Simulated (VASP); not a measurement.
# Mg (Pm-3m) in VASP: single point with HSE06

Aim: the single point of Mg with HSE06.

All numbers are computed with VASP 6.6.1; they aren't measurements. Logs are shortened: lines on timing, memory, paths and dates and some standing lists are left out, and cuts for length are marked.

### 1 The cell of the first run

The structure is cubic, space group Pm-3m (No. 221). Conventional cell: a = 3.021 Å, b = 3.021 Å, c = 3.021 Å, α = 90.00°, β = 90.00°, γ = 90.00°. Mg (site symmetry m-3m) has 6 Mg at 3.02 Å within 4.0 Å.

This isn't the form of Mg at room conditions, which is hcp.

### 2 Single point, HSE06

Input file POSCAR:

```
Mg
1.0
    3.0205608644      0.0000000000      0.0000000000
    0.0000000000      3.0205608644      0.0000000000
    0.0000000000      0.0000000000      3.0205608644
Mg
1
Direct
    0.0000000000      0.0000000000      0.0000000000
```

Input file INCAR.step1:

```
  PREC = Accurate
  ENCUT = 520
  EDIFF = 1E-5
  ISMEAR = -1
  SIGMA = 0.1
  LREAL = False
  LASPH = True
  NELM = 80
  ALGO = Normal
  ISIF = 2
  LWAVE = True
  LCHARG = False
  NBANDS = 7
  GGA = PE
```

Input file INCAR.step2:

```
  PREC = Accurate
  ENCUT = 520
  EDIFF = 1E-6
  ISMEAR = -1
  SIGMA = 0.1
  LREAL = False
  LASPH = True
  NELM = 80
  ALGO = Normal
  ISIF = 2
  LWAVE = False
  LCHARG = False
  GGA = PE
  LHFCALC = True
  HFSCREEN = 0.2079
  PRECFOCK = Normal
  NBANDS = 7
  ISTART = 1
```

Input file KPOINTS:

```
regular mesh
0
Gamma
  5 5 5
```

Potentials or basis: VASP PAW PBE potentials, release 64 (Mg).

Run with:

```sh
cat potpaw_PBE.64/Mg/POTCAR > POTCAR
cp INCAR.step1 INCAR
mpirun -np 1 vasp_std > vasp.out
cp INCAR.step2 INCAR
mpirun -np 1 vasp_std > vasp.out
```

OUTCAR:

```text
PREC = Accurate
   ENCUT = 520
   EDIFF = 1E-6
   ISMEAR = -1
   LREAL = False
   LASPH = True
   NELM = 80
   ISIF = 2
   GGA = PE
   LHFCALC = True
   HFSCREEN = 0.2079
   PRECFOCK = Normal
   ISTART = 1

 ion  position               nearest neighbor table
   1  0.000  0.000  0.000-

  LATTYP: Found a simple cubic cell.
 ALAT       =     3.0205608644

  Lattice vectors:

 A1 = (   3.0205608644,   0.0000000000,   0.0000000000)
 A2 = (   0.0000000000,   3.0205608644,   0.0000000000)
 A3 = (   0.0000000000,   0.0000000000,   3.0205608644)

Analysis of symmetry for initial positions (statically):
=====================================================================
 Subroutine PRICEL returns:
 Original cell was already a primitive cell.

 Routine SETGRP: Setting up the symmetry group for a
 simple cubic supercell.

 Subroutine GETGRP returns: Found 48 space group operations
 (whereof 48 operations were pure point group operations)
 out of a pool of 48 trial point group operations.

The static configuration has the point symmetry O_h .

Analysis of symmetry for dynamics (positions and initial velocities):
=====================================================================
 Subroutine PRICEL returns:
 Original cell was already a primitive cell.

 Routine SETGRP: Setting up the symmetry group for a
 simple cubic supercell.

 Subroutine GETGRP returns: Found 48 space group operations
 (whereof 48 operations were pure point group operations)
 out of a pool of 48 trial point group operations.

The dynamic configuration has the point symmetry O_h .

 Subroutine INISYM returns: Found 48 space group operations
 (whereof 48 operations are pure point group operations),
 and found     1 'primitive' translations

----------------------------------------------------------------------------------------

                                     Primitive cell

  volume of cell :      27.5590

  direct lattice vectors                    reciprocal lattice vectors
     3.020560864  0.000000000  0.000000000     0.331064344  0.000000000  0.000000000
     0.000000000  3.020560864  0.000000000     0.000000000  0.331064344  0.000000000
     0.000000000  0.000000000  3.020560864     0.000000000  0.000000000  0.331064344

  length of vectors
     3.020560864  3.020560864  3.020560864     0.331064344  0.331064344  0.331064344

  position of ions in fractional coordinates (direct lattice)
     0.000000000  0.000000000  0.000000000

  ion indices of the primitive-cell ions
   primitive index   ion index
                 1           1

----------------------------------------------------------------------------------------

 KPOINTS: regular mesh

Automatic generation of k-mesh.
 Grid dimensions read from file:
 generate k-points for:    5    5    5

 Generating k-lattice:

  Cartesian coordinates                     Fractional coordinates (reciprocal lattice)
     0.066212869  0.000000000  0.000000000     0.200000000  0.000000000  0.000000000
     0.000000000  0.066212869  0.000000000     0.000000000  0.200000000  0.000000000
     0.000000000  0.000000000  0.066212869     0.000000000  0.000000000  0.200000000

  Length of vectors
     0.066212869  0.066212869  0.066212869

  Shift w.r.t. Gamma in fractional coordinates (k-lattice)
     0.000000000  0.000000000  0.000000000

 Subroutine IBZKPT returns following result:
 ===========================================

 Found     10 irreducible k-points:

 Following reciprocal coordinates:
            Coordinates               Weight
  0.000000  0.000000  0.000000      1.000000
  0.200000  0.000000  0.000000      6.000000
  0.400000  0.000000  0.000000      6.000000
  0.200000  0.200000  0.000000     12.000000
  0.400000  0.200000  0.000000     24.000000
  0.400000  0.400000  0.000000     12.000000
  0.200000  0.200000  0.200000      8.000000
  0.400000  0.200000  0.200000     24.000000
  0.400000  0.400000  0.200000     24.000000
  0.400000  0.400000  0.400000      8.000000
   k-points           NKPTS =     10   k-points in BZ     NKDIM =    125   number of bands    NBANDS=      7
   number of dos      NEDOS =    301   number of ions     NIONS =      1
   total plane-waves  NPLWV =  13824
   dimension x,y,z NGX =    24 NGY =   24 NGZ =   24
   dimension x,y,z NGXF=    48 NGYF=   48 NGZF=   48
   ions per type =               1
   NGX,Y,Z   is equivalent  to a cutoff of  13.21, 13.21, 13.21 a.u.
   NGXF,Y,Z  is equivalent  to a cutoff of  26.42, 26.42, 26.42 a.u.
 SYSTEM =  unknown system
   PREC   = accura    normal or accurate (medium, high low for compatibility)
   ISTART =      1    job   : 0-new  1-cont  2-samecut
   ICHARG =      0    charge: 1-file 2-atom 10-const
   ISPIN  =      1    spin polarized calculation?
   LNONCOLLINEAR =      F non collinear calculations
   LSORBIT =      F    spin-orbit coupling
   LASPH  =      T    aspherical Exc in radial PAW
   ENCUT  =  520.0 eV  38.22 Ry    6.18 a.u.   5.62  5.62  5.62*2*pi/ulx,y,z
   NELM   =     80;   NELMIN=  2; NELMDL=  0     # of ELM steps
   EDIFF  = 0.1E-05   stopping-criterion for ELM
   LREAL  =      F    real-space projection
   EDIFFG = 0.1E-04   stopping-criterion for IOM
   NSW    =      0    number of steps for IOM
   IBRION =     -1    ionic relax: 0-MD 1-quasi-New 2-CG
   NFREE  =      0    steps in history (QN), initial steepest desc. (CG)
   ISIF   =      2    stress and relaxation
   ISYM   =      3    0-nonsym 1-usesym 2-fastsym
   POTIM  = 0.5000    time-step for ionic-motion
   TEBEG  =    0.0;   TEEND  =   0.0 temperature during run
   PSTRESS=    0.0 pullay stress
   NELECT =       2.0000    total number of electrons
   NUPDOWN=      -1.0000    fix difference up-down
   EMIN   =  10.00;   EMAX   =-10.00  energy-range for DOS
   EFERMI =   0.00;   METHOD = LEGACY
   ISMEAR =    -1;   SIGMA  =   0.10  broadening in eV -4-tet -1-fermi 0-gaus
   EFERMI_NEDOS =   21; number of points for ismear=-14 and -15
   IALGO  =     38    algorithm
   IMIX   =      1    mixing-type and parameters
     AMIX     =   0.40;   BMIX     =  1.00
     AMIX_MAG =   1.60;   BMIX_MAG =  1.00
  volume/ion in A,a.u.               =      27.56       185.98
  Fermi-wavevector in a.u.,A,eV,Ry     =   0.682858  1.290415  6.344334  0.466295
  Thomas-Fermi vector in A             =   1.762054
   LORBIT       =      0    0 simple, 1 ext, 2 COOP (PROOUT), +10 PAW based schemes
   GGA     = PE    functional components
   LHFCALC =     T    Hartree Fock is set to
   PRECFOCK=normal    Normal, Fast or Accurate (Low or Medium for compatibility)
   ENCUT4O =  -1.0   cutoff for four orbital integrals eV
   NKREDX  =     1    reduce k-point grid by
   NKREDY  =     1    reduce k-point grid by
   NKREDZ  =     1    reduce k-point grid by
   AEXX    =    0.2500 exact exchange contribution
   HFSCREEN=    0.2079 screening length (either q_TF or 0.3 A-1)
   HFSCREENC=   0.2079 screening length for correlation (either q_TF or 0.3 A-1)
   ENCUTFOCK=  -1.0 apply spherical cutoff to Coloumb kernel
   IVDW    =     0    specifies the selected vdW correction
   LEPSILON=     F    determine dielectric tensor
   LRPA    =     F    only Hartree local field effects (RPA)
 non-spin polarized calculation
  energy-cutoff  :      520.00
  volume of cell :       27.56
 maximum number of plane-waves:       749
 NGX is ok and might be reduce to    24
  NGX = 18; NGY = 18; NGZ = 18

 number of electron       2.0000000 magnetization

 Free energy of the ion-electron system (eV)
  ---------------------------------------------------
  ext. energy  EPLUGINS =         0.00000000
  ---------------------------------------------------
  free energy    TOTEN  =        -1.06542514 eV

  energy without entropy =       -1.05221305  energy(sigma->0) =       -1.05881909

 E-fermi :   1.7684     XC(G=0):  -6.6405

 val. band max:        1.3046832948   @ k =   0.4000   0.0000   0.0000
 cond. band min:       1.9999925968   @ k =   0.4000   0.2000   0.0000
 fundamental gap:      0.6953093020
 Fermi energy:         1.7684249175

 k-point     1 :       0.0000    0.0000    0.0000
  band No.  band energies     occupation
      1      -5.4839      2.00000
      2      10.5024      0.00000
      3      10.5024      0.00000
      4      11.8939      0.00000
      5      11.8939      0.00000
      6      11.8939      0.00000
      7      16.3140      0.00000

 k-point     2 :       0.2000    0.0000    0.0000
  band No.  band energies     occupation
      1      -4.7202      2.00000
      2       5.9934      0.00000
      3      11.0935      0.00000
      4      12.4644      0.00000
      5      12.4644      0.00000
      6      14.5378      0.00000
      7      19.5338      0.00000

 k-point     3 :       0.4000    0.0000    0.0000
  band No.  band energies     occupation
      1      -2.4312      2.00000
      2       1.3047      1.98082
      3      12.5788      0.00000
      4      14.1730      0.00000
      5      14.1730      0.00000
      6      16.5233      0.00000
      7      17.0216      0.00000

 k-point     4 :       0.2000    0.2000    0.0000
  band No.  band energies     occupation
      1      -3.9609      2.00000
      2       6.1446      0.00000
      3       7.2884      0.00000
      4      13.0315      0.00000
      5      13.3350      0.00000
      6      16.6930      0.00000
      7      18.4849      0.00000

 k-point     5 :       0.4000    0.2000    0.0000
  band No.  band energies     occupation
      1      -1.6858      2.00000
      2       2.0000      0.17967
      3       8.6584      0.00000
      4      11.7230      0.00000
      5      14.7250      0.00000
      6      16.0378      0.00000
      7      17.5335      0.00000

 k-point     6 :       0.4000    0.4000    0.0000
  band No.  band energies     occupation
      1       0.5099      1.99999
      2       3.5459      0.00000
      3       4.6766      0.00000
      4       7.4901      0.00000
      5      16.3352      0.00000
      6      17.9654      0.00000
      7      18.3814      0.00000

 k-point     7 :       0.2000    0.2000    0.2000
  band No.  band energies     occupation
      1      -3.2060      2.00000
      2       6.7704      0.00000
      3       6.7704      0.00000
      4       9.0023      0.00000
      5      16.1849      0.00000
      6      16.1849      0.00000
      7      18.3882      0.00000

 k-point     8 :       0.4000    0.2000    0.2000
  band No.  band energies     occupation
      1      -0.9486      2.00000
      2       2.6788      0.00022
      3       8.5525      0.00000
      4      10.3075      0.00000
      5      12.0615      0.00000
      6      13.4509      0.00000
      7      19.0862      0.00000

 k-point     9 :       0.4000    0.4000    0.2000
  band No.  band energies     occupation
      1       1.2219      1.99158
      2       4.1944      0.00000
      3       5.3070      0.00000
      4       8.0611      0.00000
      5      11.6486      0.00000
      6      13.8032      0.00000
      7      15.8382      0.00000

 k-point    10 :       0.4000    0.4000    0.4000
  band No.  band energies     occupation
      1       4.2363      0.00000
      2       6.7666      0.00000
      3       6.7666      0.00000
      4       8.7080      0.00000
      5       9.9951      0.00000
      6       9.9951      0.00000
      7      12.7168      0.00000

------------------------ aborting loop because EDIFF is reached ----------------------------------------

  FORCE on cell =-STRESS in cart. coord.  units (eV):
  Direction    XX          YY          ZZ          XY          YZ          ZX
  --------------------------------------------------------------------------------------
  -------------------------------------------------------------------------------------
  Total        0.0559533      0.0559533      0.0559533      0.0000000     -0.0000000      0.0000000
  in kB        3.2529201      3.2529201      3.2529201      0.0000000     -0.0000000      0.0000000
  external PRESSURE =       3.2529201 kB  Pullay stress =       0.0000000 kB

 VOLUME and BASIS-vectors are now :
 -----------------------------------------------------------------------------
  energy-cutoff  :      520.00
  volume of cell :       27.56
      direct lattice vectors                 reciprocal lattice vectors
     3.020560864  0.000000000  0.000000000     0.331064344  0.000000000  0.000000000
     0.000000000  3.020560864  0.000000000     0.000000000  0.331064344  0.000000000
     0.000000000  0.000000000  3.020560864     0.000000000  0.000000000  0.331064344

 POSITION                                       TOTAL-FORCE (eV/Angst)
 -----------------------------------------------------------------------------------
      0.00000      0.00000      0.00000         0.000000      0.000000      0.000000
 -----------------------------------------------------------------------------------
    total drift:                                0.000463      0.001462      0.000357

  FREE ENERGIE OF THE ION-ELECTRON SYSTEM (eV)
  ---------------------------------------------------
  free  energy   TOTEN  =        -1.0654251404 eV

  energy  without entropy=       -1.0522130455  energy(sigma->0) =       -1.05881909
```

Wall time 57 s (1 thread of Intel Xeon 8259CL, shared host); peak memory 0.24 GiB.

Results:

- Free energy: -1.0654 eV
- Pressure: 0.3 GPa
- Band gap on the k mesh: zero (bands 1 and 2 overlap by 2.93 eV)

Caveat: the k points lie up to 0.42 Å⁻¹ apart, too coarse for converged energies and pressures of a metal; the PAW data sets were made with another functional, which shifts forces and pressure a little.

The gap in the log of VASP goes by the Fermi energy; the results here count the filled bands.